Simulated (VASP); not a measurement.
# NiMoIrPdW (P3m1) in VASP: notebook

NiMoIrPdW is run at these levels: BLYP, PBE, RPBE; tasks: single point.

Everything below comes from runs of VASP 6.6.1. Logs are shortened: lines on timing, memory, paths and dates and some standing lists are left out, and cuts for length are marked.

## (1) The cell of the first run

The structure is trigonal, space group P3m1 (No. 156). The conventional cell has a = 2.770 Å, b = 2.770 Å, c = 21.881 Å, α = 90.00°, β = 90.00°, γ = 120.00°. Within 3.3 Å of Ni (site symmetry 3m) lie 9 Ni at 2.52 to 2.77 Å and 3 W at 2.57 Å. Within 3.3 Å of Ni (site symmetry 3m) lie 9 Ni at 2.52 to 2.77 Å and 3 Ir at 2.62 Å. Within 3.6 Å of Mo (site symmetry 3m) lie 3 Ir at 2.76 Å and 6 Mo at 2.77 Å and 3 Pd at 2.80 Å. Within 3.5 Å of Mo (site symmetry 3m) lie 3 Ir at 2.66 Å and 6 Mo at 2.77 Å and 3 Pd at 2.82 Å. Pd (site symmetry 3m) has 6 Pd at 2.77 Å and 3 W at 2.79 Å and 3 Mo at 2.80 Å within 3.7 Å. Within 3.7 Å of Pd (site symmetry 3m) lie 6 Pd at 2.77 Å and 3 W at 2.80 Å and 3 Mo at 2.82 Å. Within 3.6 Å of Ir (site symmetry 3m) lie 3 Mo at 2.76 Å and 6 Ir at 2.77 Å and 3 W at 2.77 Å. Ir (site symmetry 3m) has 3 Ni at 2.62 Å and 3 Mo at 2.66 Å and 6 Ir at 2.77 Å within 3.5 Å.

## (2) Single point, BLYP, collinear spin, ferromagnetic start

Contents of INCAR:

```
  PREC = Accurate
  ENCUT = 520
  EDIFF = 1E-7
  ISMEAR = -1
  SIGMA = 0.05
  LREAL = False
  LASPH = True
  NELM = 150
  ALGO = Fast
  ISIF = 2
  LWAVE = False
  LCHARG = False
  ISPIN = 2
  MAGMOM = 1 1 1 1 0 0 0.6 0.6 0 0
  LORBIT = 11
  LMAXMIX = 4
  GGA = B5
  ALDAX = 1.0
  AGGAX = 1.0
  AGGAC = 1.0
  ALDAC = 0.0
  NBANDS = 72
  KPAR = 4
```

Contents of KPOINTS:

```
Automatic mesh
0
Gamma
  8 8 2
```

Contents of POSCAR:

```
NiMoIrPdW
1.0
    2.7704600000      0.0000000000      0.0000000000
   -1.3852300000      2.3992800000      0.0000000000
    0.0000000000      0.0000000000     21.8812200000
Ni Mo Pd Ir W
2 2 2 2 2
Direct
    0.3333300000      0.6666700000      0.0443300000
    0.6666700000      0.3333300000      0.9556200000
    0.6666700000      0.3333300000      0.3427000000
    0.6666700000      0.3333300000      0.7632000000
    0.3333300000      0.6666700000      0.4476800000
    0.3333300000      0.6666700000      0.6572300000
    0.3333300000      0.6666700000      0.2398800000
    0.3333300000      0.6666700000      0.8605000000
    0.6666700000      0.3333300000      0.1364600000
    0.6666700000      0.3333300000      0.5524000000
```

Potentials or basis: VASP PAW PBE potentials, release 64 (Ni, Mo_sv, Pd, Ir, W_sv).

Run with:

```
$ cat potpaw_PBE.64/Ni/POTCAR potpaw_PBE.64/Mo_sv/POTCAR potpaw_PBE.64/Pd/POTCAR potpaw_PBE.64/Ir/POTCAR potpaw_PBE.64/W_sv/POTCAR > POTCAR
$ mpirun -np 4 vasp_std > vasp.out
```

OUTCAR:

```text
PREC = Accurate
   ENCUT = 520
   EDIFF = 1E-7
   ISMEAR = -1
   LREAL = False
   LASPH = True
   NELM = 150
   ISIF = 2
   ISPIN = 2
   LORBIT = 11
   GGA = B5

 ion  position               nearest neighbor table
   1  0.333  0.667  0.044-   2 2.52   2 2.52   2 2.52   9 2.57   9 2.57   9 2.57
   2  0.667  0.333  0.956-   1 2.52   1 2.52   1 2.52   8 2.62   8 2.62   8 2.62
   3  0.667  0.333  0.343-   7 2.76   7 2.76   7 2.76   5 2.80   5 2.80   5 2.80
   4  0.667  0.333  0.763-   8 2.66   8 2.66   8 2.66   6 2.82   6 2.82   6 2.82
   5  0.333  0.667  0.448-  10 2.79  10 2.79  10 2.79   3 2.80   3 2.80   3 2.80
   6  0.333  0.667  0.657-  10 2.80  10 2.80  10 2.80   4 2.82   4 2.82   4 2.82
   7  0.333  0.667  0.240-   3 2.76   3 2.76   3 2.76   9 2.77   9 2.77   9 2.77
   8  0.333  0.667  0.861-   2 2.62   2 2.62   2 2.62   4 2.66   4 2.66   4 2.66
   9  0.667  0.333  0.136-   1 2.57   1 2.57   1 2.57   7 2.77   7 2.77   7 2.77
  10  0.667  0.333  0.552-   5 2.79   5 2.79   5 2.79   6 2.80   6 2.80   6 2.80

  LATTYP: Found a hexagonal cell.
 ALAT       =     2.7704600000
 C/A-ratio  =     7.8980458119

  Lattice vectors:

 A1 = (   2.7704600000,   0.0000000000,   0.0000000000)
 A2 = (  -1.3852300000,   2.3992800000,   0.0000000000)
 A3 = (   0.0000000000,   0.0000000000,  21.8812200000)

Analysis of symmetry for initial positions (statically):
=====================================================================
 Subroutine PRICEL returns:
 Original cell was already a primitive cell.

 Routine SETGRP: Setting up the symmetry group for a
 hexagonal supercell.

 Subroutine GETGRP returns: Found  2 space group operations
 (whereof  2 operations were pure point group operations)
 out of a pool of 24 trial point group operations.

The static configuration has the point symmetry C_1h.

Analysis of symmetry for dynamics (positions and initial velocities):
=====================================================================
 Subroutine PRICEL returns:
 Original cell was already a primitive cell.

 Routine SETGRP: Setting up the symmetry group for a
 hexagonal supercell.

 Subroutine GETGRP returns: Found  2 space group operations
 (whereof  2 operations were pure point group operations)
 out of a pool of 24 trial point group operations.

The dynamic configuration has the point symmetry C_1h.

Analysis of structural, dynamic, and magnetic symmetry:
=====================================================================
 Subroutine PRICEL returns:
 Original cell was already a primitive cell.

 Routine SETGRP: Setting up the symmetry group for a
 hexagonal supercell.

 Subroutine GETGRP returns: Found  2 space group operations
 (whereof  2 operations were pure point group operations)
 out of a pool of 24 trial point group operations.

The overall configuration has the point symmetry C_1h.

 Subroutine INISYM returns: Found  2 space group operations
 (whereof  2 operations are pure point group operations),
 and found     1 'primitive' translations

----------------------------------------------------------------------------------------

                                     Primitive cell

  volume of cell :     145.4469

  direct lattice vectors                    reciprocal lattice vectors
     2.770460000  0.000000000  0.000000000     0.360950889  0.208395852  0.000000000
    -1.385230000  2.399280000  0.000000000     0.000000000  0.416791704  0.000000000
     0.000000000  0.000000000 21.881220000     0.000000000  0.000000000  0.045701291

  length of vectors
     2.770460000  2.770452431 21.881220000     0.416790565  0.416791704  0.045701291

  position of ions in fractional coordinates (direct lattice)
     0.333330000  0.666670000  0.044330000
     0.666670000  0.333330000  0.955620000
     0.666670000  0.333330000  0.342700000
     0.666670000  0.333330000  0.763200000
     0.333330000  0.666670000  0.447680000
     0.333330000  0.666670000  0.657230000
     0.333330000  0.666670000  0.239880000
     0.333330000  0.666670000  0.860500000
     0.666670000  0.333330000  0.136460000
     0.666670000  0.333330000  0.552400000

  ion indices of the primitive-cell ions
   primitive index   ion index
                 1           1
                 2           2
                 3           3
[... 72 lines left out ...]
   ICHARG =      2    charge: 1-file 2-atom 10-const
   ISPIN  =      2    spin polarized calculation?
   LNONCOLLINEAR =      F non collinear calculations
   LSORBIT =      F    spin-orbit coupling
   LASPH  =      T    aspherical Exc in radial PAW
   ENCUT  =  520.0 eV  38.22 Ry    6.18 a.u.   5.15  5.15 40.68*2*pi/ulx,y,z
   NELM   =    150;   NELMIN=  2; NELMDL= -5     # of ELM steps
   EDIFF  = 0.1E-06   stopping-criterion for ELM
   LREAL  =      F    real-space projection
   EDIFFG = 0.1E-05   stopping-criterion for IOM
   NSW    =      0    number of steps for IOM
   IBRION =     -1    ionic relax: 0-MD 1-quasi-New 2-CG
[... 20 lines left out ...]
   GGA     = B5    functional components
   LHFCALC =     F    Hartree Fock is set to
   AEXX    =    0.0000 exact exchange contribution
   IVDW    =     0    specifies the selected vdW correction
   LEPSILON=     F    determine dielectric tensor
   LRPA    =     F    only Hartree local field effects (RPA)
 spin polarized calculation
 RMM-DIIS sequential band-by-band and
  energy-cutoff  :      520.00
  volume of cell :      145.45
 maximum number of plane-waves:      3944
 NGX is ok and might be reduce to    24
   NGX = 11   NGY = 11   NGZ = 81

 number of electron     113.9999996 magnetization       0.0001279

 Free energy of the ion-electron system (eV)
  ---------------------------------------------------
  ext. energy  EPLUGINS =         0.00000000
  ---------------------------------------------------
  free energy    TOTEN  =       -74.22745958 eV

  energy without entropy =      -74.14028684  energy(sigma->0) =      -74.18387321

 E-fermi :  11.0756     XC(G=0): -12.7177

 val. band max:       11.0726137294   @ k =  -0.1250   0.5000   0.0000
 cond. band min:      11.0783688197   @ k =  -0.3750   0.2500   0.0000
 fundamental gap:      0.0057550904
 Fermi energy:        11.0755547388

 spin component 1

 k-point     1 :       0.0000    0.0000    0.0000
  band No.  band energies     occupation
      1     -62.5730      1.00000
      2     -62.4641      1.00000
      3     -49.8166      1.00000
      4     -49.8068      1.00000
      5     -27.2242      1.00000
      6     -27.0974      1.00000
[... 1717 lines left out ...]
     68      12.3069      0.00000
     69      13.3338      0.00000

 [... further k-points ...]

 spin component 2

 k-point     1 :       0.0000    0.0000    0.0000
  band No.  band energies     occupation
      1     -62.5731      1.00000
      2     -62.4641      1.00000
      3     -49.8166      1.00000
      4     -49.8068      1.00000
      5     -27.2242      1.00000
      6     -27.0974      1.00000
[... 1717 lines left out ...]
     68      12.3070      0.00000
     69      13.3339      0.00000

 [... further k-points ...]

 [bands above 69 left out]

------------------------ aborting loop because EDIFF is reached ----------------------------------------

  FORCE on cell =-STRESS in cart. coord.  units (eV):
  Direction    XX          YY          ZZ          XY          YZ          ZX
  --------------------------------------------------------------------------------------
  -------------------------------------------------------------------------------------
  Total       11.5066199     11.5070459     11.4559593      0.0004416     -0.0000693      0.0001202
  in kB      126.7517597    126.7564530    126.1937061      0.0048643     -0.0007638      0.0013239
  external PRESSURE =     126.5673063 kB  Pullay stress =       0.0000000 kB

 VOLUME and BASIS-vectors are now :
 -----------------------------------------------------------------------------
  energy-cutoff  :      520.00
  volume of cell :      145.45
      direct lattice vectors                 reciprocal lattice vectors
     2.770460000  0.000000000  0.000000000     0.360950889  0.208395852  0.000000000
    -1.385230000  2.399280000  0.000000000     0.000000000  0.416791704  0.000000000
     0.000000000  0.000000000 21.881220000     0.000000000  0.000000000  0.045701291

 POSITION                                       TOTAL-FORCE (eV/Angst)
 -----------------------------------------------------------------------------------
     -0.00001      1.59953      0.96999         0.000078     -0.000045     -0.153806
      1.38524      0.79975     20.91013        -0.000052      0.000030      0.195239
      1.38524      0.79975      7.49869        -0.000122      0.000071     -0.025912
      1.38524      0.79975     16.69975        -0.000159      0.000092     -0.296529
     -0.00001      1.59953      9.79578         0.000100     -0.000058     -0.056364
     -0.00001      1.59953     14.38099         0.000086     -0.000050      0.082675
     -0.00001      1.59953      5.24887         0.000135     -0.000078      0.033867
     -0.00001      1.59953     18.82879         0.000149     -0.000086      0.330607
      1.38524      0.79975      2.98591        -0.000124      0.000071     -0.121417
      1.38524      0.79975     12.08719        -0.000092      0.000053      0.011639
 -----------------------------------------------------------------------------------
    total drift:                                0.000028      0.000057      0.000030

  FREE ENERGIE OF THE ION-ELECTRON SYSTEM (eV)
  ---------------------------------------------------
  free  energy   TOTEN  =       -74.2274595772 eV

  energy  without entropy=      -74.1402868396  energy(sigma->0) =      -74.18387321

 total charge

# of ion       s       p       d       tot
------------------------------------------
    1        0.487   0.440   8.380   9.306
    2        0.446   0.380   8.382   9.209
    3        2.365   6.174   3.966  12.506
    4        2.371   6.191   3.990  12.552
    5        0.532   0.600   8.517   9.649
    6        0.530   0.593   8.514   9.637
    7        0.693   0.702   7.067   8.462
    8        0.699   0.660   7.050   8.410
    9        2.415   6.298   3.425  12.137
   10        2.406   6.258   3.395  12.059
--------------------------------------------------
tot         12.944  28.296  62.686 103.927

 magnetization (x)

# of ion       s       p       d       tot
------------------------------------------
    1       -0.000  -0.000   0.000   0.000
    2       -0.000  -0.000   0.000   0.000
    3        0.000   0.000   0.000   0.000
    4       -0.000  -0.000  -0.000  -0.000
    5       -0.000  -0.000   0.000  -0.000
    6       -0.000   0.000   0.000   0.000
    7        0.000   0.000   0.000   0.000
    8        0.000  -0.000   0.000   0.000
    9       -0.000  -0.000  -0.000  -0.000
   10       -0.000  -0.000  -0.000  -0.000
--------------------------------------------------
tot         -0.000  -0.000   0.000   0.000
```

Run time: 11 min. Hardware: 4 MPI ranks of Intel Xeon 6975P-C (Granite Rapids), shared host; peak memory 0.89 GiB.

Results:

| Property | Result |
| --- | --- |
| Free energy | -74.2275 eV |
| Pressure | 12.7 GPa |
| Largest force | 0.331 eV/Å |
| Band gap on the k mesh | zero (filled and empty bands overlap) |
| Net moment | 0.00 μB per cell |
| Valence electrons inside the program's atomic spheres | Ni 9.31, 9.21; Mo 12.51, 12.55; Pd 9.65, 9.64; Ir 8.46, 8.41; W 12.14, 12.06 |

Forces on the atoms (eV/Å):
```
Ni   0.000  0.000 -0.154
Ni   0.000  0.000  0.195
Mo   0.000  0.000 -0.026
Mo   0.000  0.000 -0.297
Pd   0.000  0.000 -0.056
Pd   0.000  0.000  0.083
Ir   0.000  0.000  0.034
Ir   0.000  0.000  0.331
W    0.000  0.000 -0.121
W    0.000  0.000  0.012
```

Caveat: the cell stands under pressure; the moments typed at the start vanished in this run; the PAW data sets were made with another functional, which shifts forces and pressure a little; spin-orbit coupling is left out, which moves the levels of the heavy elements.

## (3) Single point, PBE, collinear spin, ferromagnetic start

Contents of INCAR:

```
SYSTEM = NiMoIrPdW
ALGO = Normal ; EDIFF = 1E-6
ENCUT = 520 ; GGA = PE
ISIF = 2 ; ISMEAR = -1
ISPIN = 2 ; KPAR = 4
LASPH = .True. ; LCHARG = .True.
LMAXMIX = 4 ; LORBIT = 11
LREAL = .False. ; LVHAR = .True.
LWAVE = .False. ; MAGMOM = 1 1 1 1 0 0 0.6 0.6 0 0
NBANDS = 72 ; NELM = 150
PREC = Accurate ; SIGMA = 0.05
```

Contents of KPOINTS:

```
k-points
0
Gamma
  8 8 1
  0 0 0
```

POSCAR is that of step 2.

Potentials or basis: VASP PAW PBE potentials, release 64 (Ni, Mo_sv, Pd, Ir, W_sv).

Run with:

```
$ cat potpaw_PBE.64/Ni/POTCAR potpaw_PBE.64/Mo_sv/POTCAR potpaw_PBE.64/Pd/POTCAR potpaw_PBE.64/Ir/POTCAR potpaw_PBE.64/W_sv/POTCAR > POTCAR
$ mpirun -np 4 vasp_std > vasp.out
```

Run time: 7 min. Hardware: 4 MPI ranks of AMD EPYC 7R13 (Zen 3), shared host; peak memory 0.62 GiB.

Results (log left out):

* Free energy: -86.8512 eV
* Pressure: 0.0 GPa
* Largest force: 0.165 eV/Å
* Band gap on the k mesh: zero (filled and empty bands overlap)
* Net moment: 0.00 μB per cell
* Valence electrons inside the program's atomic spheres: Ni 9.26, 9.15; Mo 12.45, 12.50; Pd 9.61, 9.60; Ir 8.40, 8.35; W 12.09, 12.01

Forces in eV/Å, atoms in the order of the input:
```
Ni   0.000  0.000 -0.034
Ni   0.000  0.000 -0.014
Mo   0.000  0.000 -0.165
Mo   0.000  0.000 -0.117
Pd   0.000  0.000 -0.012
Pd   0.000  0.000  0.015
Ir   0.000  0.000  0.038
Ir   0.000  0.000  0.149
W    0.000  0.000  0.111
W    0.000  0.000  0.029
```

Stress tensor (GPa, compression positive):
```
-0.25  0.00  0.00
 0.00 -0.25  0.00
 0.00  0.00  0.42
```

Levels at points of the mesh, in eV from the Fermi level:
Spin up:
```tsv
k point	band 53	band 54	band 55	band 56	band 57	band 58
(0.00, 0.00, 0.00)	-1.36	-0.99	-0.99	-0.62	-0.62	-0.61
(0.50, 0.00, 0.00)	-0.15	-0.07	0.48	0.91	0.94	1.33
(0.50, 0.50, 0.00)	-0.15	-0.07	0.48	0.91	0.94	1.33
```
Spin down:
| k point | band 52 | band 53 | band 54 | band 55 | band 56 | band 57 | band 58 | band 59 |
| --- | --- | --- | --- | --- | --- | --- | --- | --- |
| (0.00, 0.00, 0.00) | -1.53 | -1.36 | -0.99 | -0.99 | -0.62 | -0.62 | -0.61 | -0.40 |
| (0.50, 0.00, 0.00) | -0.17 | -0.15 | -0.07 | 0.48 | 0.91 | 0.94 | 1.33 | 1.36 |
| (0.50, 0.50, 0.00) | -0.17 | -0.15 | -0.07 | 0.48 | 0.91 | 0.94 | 1.33 | 1.36 |

Caveat: the moments typed at the start vanished in this run; spin-orbit coupling is left out, which moves the levels of the heavy elements.

## (4) Single point, RPBE, collinear spin, ferromagnetic start

This run uses another cell than the first one, of 14.79 Å³/atom.

Contents of INCAR:

```
ALGO = Fast
EDIFF = 1E-6
ENCUT = 520
GGA = RP
ISIF = 2
ISMEAR = -1
ISPIN = 2
LASPH = T
LCHARG = F
LMAXMIX = 4
LORBIT = 11
LREAL = F
LWAVE = F
MAGMOM = 1 1 1 1 0 0 0.6 0.6 0 0
NBANDS = 72
NELM = 150
PREC = Accurate
SIGMA = 0.05
```

Contents of KPOINTS:

```
k-points
0
Gamma
  8 8 1
```

Contents of POSCAR:

```
NiMoIrPdW
1.0
    2.7817194640      0.0000000000      0.0000000000
   -1.3908597320      2.4090397220      0.0000000000
    0.0000000000      0.0000000000     22.0679835059
Ni Mo Pd Ir W
2 2 2 2 2
Direct
    0.3333333333      0.6666666667      0.0452200748
    0.6666666667      0.3333333333      0.9555321987
    0.6666666667      0.3333333333      0.3417894358
    0.6666666667      0.3333333333      0.7631234986
    0.3333333333      0.6666666667      0.4472241652
    0.3333333333      0.6666666667      0.6569805868
    0.3333333333      0.6666666667      0.2400625724
    0.3333333333      0.6666666667      0.8603774729
    0.6666666667      0.3333333333      0.1375452675
    0.6666666667      0.3333333333      0.5521447273
```

Run with:

```
$ cat potpaw_PBE.64/Ni/POTCAR potpaw_PBE.64/Mo_sv/POTCAR potpaw_PBE.64/Pd/POTCAR potpaw_PBE.64/Ir/POTCAR potpaw_PBE.64/W_sv/POTCAR > POTCAR
$ mpirun -np 1 vasp_std > vasp.out
```

Wall time 32 min (1 thread of Oxide Virtual Turin-like, shared host); peak memory 0.47 GiB.

Results (log left out):

```
Free energy                                           : -81.0114 eV
Pressure                                              : 0.3 GPa
Largest force                                         : 0.015 eV/Å
Band gap on the k mesh                                : zero (filled and empty bands overlap)
Net moment                                            : -0.01 μB per cell
Valence electrons inside the program's atomic spheres : Ni 9.21, 9.11; Mo 12.42, 12.46; Pd 9.57; Ir 8.38, 8.31; W 12.05, 11.96
```

Forces on the atoms (eV/Å):
```
Ni   0.000  0.000 -0.015
Ni   0.000  0.000  0.003
Mo   0.000  0.000  0.008
Mo   0.000  0.000 -0.015
Pd   0.000  0.000 -0.007
Pd   0.000  0.000  0.007
Ir   0.000  0.000  0.012
Ir   0.000  0.000  0.013
W    0.000  0.000 -0.006
W    0.000  0.000  0.000
```

Levels at points of the mesh, in eV from the Fermi level:
Spin up:
```tsv
k point	band 52	band 53	band 54	band 55	band 56	band 57	band 58	band 59	band 60	band 61
(0.00, 0.00, 0.00)	-1.50	-1.35	-0.96	-0.96	-0.62	-0.60	-0.60	-0.42	-0.33	-0.33
(0.50, 0.00, 0.00)	-0.15	-0.13	-0.05	0.49	0.88	0.93	1.31	1.35	1.55	1.64
```
Spin down:
| k point | band 53 | band 54 | band 55 | band 56 | band 57 | band 58 | band 59 | band 60 |
| --- | --- | --- | --- | --- | --- | --- | --- | --- |
| (0.00, 0.00, 0.00) | -1.35 | -0.96 | -0.96 | -0.62 | -0.60 | -0.60 | -0.42 | -0.33 |
| (0.50, 0.00, 0.00) | -0.13 | -0.05 | 0.49 | 0.88 | 0.93 | 1.31 | 1.35 | 1.55 |

Caveat: the moments typed at the start vanished in this run; the PAW data sets were made with another functional, which shifts forces and pressure a little; spin-orbit coupling is left out, which moves the levels of the heavy elements.

## (5) Summary

| level | cell | k mesh | gap on the mesh (eV) | pressure (GPa) | moment (μB) | largest force (eV/Å) |
| --- | --- | --- | --- | --- | --- | --- |
| BLYP | a = 2.770, b = 2.770, c = 21.881 Å, angles 90.0, 90.0, 120.0°, 10 atoms, atomic positions A | 8 × 8 × 2 | none | 12.7 | 0.00 | 0.33 |
| PBE | a = 2.770, b = 2.770, c = 21.881 Å, angles 90.0, 90.0, 120.0°, 10 atoms, atomic positions A | 8 × 8 × 1 | none | 0.0 | 0.00 | 0.16 |
| RPBE | a = 2.782, b = 2.782, c = 22.068 Å, angles 90.0, 90.0, 120.0°, 10 atoms, atomic positions B | 8 × 8 × 1 | none | 0.3 | 0.01 | 0.02 |

Alike in all rows: task single point; potentials or basis VASP PAW PBE potentials, release 64 (Ni, Mo_sv, Pd, Ir, W_sv); spin collinear, ferromagnetic start; cutoff (eV) 520; smearing fermi-dirac 0.05 eV.

Caveats: the moments typed at the start vanished in this run; spin-orbit coupling is left out, which moves the levels of the heavy elements; the PAW data sets were made with another functional, which shifts forces and pressure a little (at least some runs); the cell stands under pressure (at least some runs).

Total energies depend on the potentials used, so only differences within one code and one set of settings carry meaning.

The gap in the log of VASP goes by the Fermi energy; the results here count the filled bands.